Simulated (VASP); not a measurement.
## Ti5AlN6: single point with PBE

Ti5AlN6:

```
CELL_PARAMETERS angstrom
2.98051 0.00000 0.00000
0.00000 2.98051 0.00000
0.00000 0.00000 12.73424
ATOMIC_POSITIONS crystal
Ti 0.50000 0.50000 0.17020
Ti 0.00000 0.00000 0.33169
Ti 0.50000 0.50000 0.50000
Ti 0.00000 0.00000 0.66831
Ti 0.50000 0.50000 0.82980
Al 0.00000 0.00000 0.00000
N 0.00000 0.00000 0.15986
N 0.50000 0.50000 0.33418
N 0.00000 0.00000 0.50000
N 0.50000 0.50000 0.66582
N 0.00000 0.00000 0.84014
N 0.50000 0.50000 0.00000
```

```json
{
 "Program": "VASP 6.6.1",
 "Task": "single point",
 "Functional": "PBE",
 "Potentials or basis": "VASP PAW PBE potentials, release 64 (Ti_sv, Al, N)",
 "Cutoff": "600 eV",
 "k mesh": "12 × 12 × 4",
 "Occupations": "gaussian, width 0.1 eV",
 "Spin": "no spin polarisation"
}
```

* Pressure: 0.2 GPa
* Largest force: 0.009 eV/Å
* Band gap on the k mesh: zero (an odd number of electrons rules out a gap without spin polarisation)

Forces in eV/Å, atoms in the order of the input:
```
Ti   0.000  0.000 -0.007
Ti   0.000  0.000 -0.001
Ti   0.000  0.000  0.000
Ti   0.000  0.000  0.001
Ti   0.000  0.000  0.007
Al   0.000  0.000  0.000
N    0.000  0.000 -0.009
N    0.000  0.000  0.000
N    0.000  0.000  0.000
N    0.000  0.000  0.000
N    0.000  0.000  0.009
N    0.000  0.000  0.000
```

Levels at points of the mesh, in eV from the Fermi level:
| k point | band 42 | band 43 | band 44 | band 45 | band 46 | band 47 | band 48 | band 49 | band 50 | band 51 |
| --- | --- | --- | --- | --- | --- | --- | --- | --- | --- | --- |
| (0.00, 0.00, 0.00) | -2.67 | -2.58 | -1.99 | -1.85 | -1.85 | -1.84 | -1.24 | -0.81 | -0.31 | -0.31 |
| (0.50, 0.00, 0.00) | -4.13 | -3.96 | -2.74 | 1.01 | 1.23 | 1.53 | 1.57 | 1.57 | 1.58 | 1.58 |
| (0.50, 0.50, 0.00) | -3.29 | -3.29 | -2.90 | -2.73 | -2.73 | -0.67 | -0.67 | 0.57 | 0.57 | 1.78 |
| (0.00, 0.00, 0.50) | -2.61 | -2.34 | -2.34 | -2.10 | -2.10 | -1.95 | -1.29 | -0.79 | -0.04 | -0.04 |
| (0.50, 0.00, 0.50) | -4.15 | -3.93 | -2.74 | 1.19 | 1.23 | 1.25 | 1.45 | 1.49 | 1.57 | 1.61 |
| (0.50, 0.50, 0.50) | -3.99 | -3.92 | -3.31 | -2.06 | -2.06 | -1.22 | -1.22 | 0.96 | 0.96 | 1.83 |

It took 24 min on 1 thread of Oxide Virtual Turin-like Processor, on a shared host, peak memory 0.56 GiB.

Caveat: an odd number of electrons without spin polarisation forces a metal; a magnetic or distorted state may lie lower.
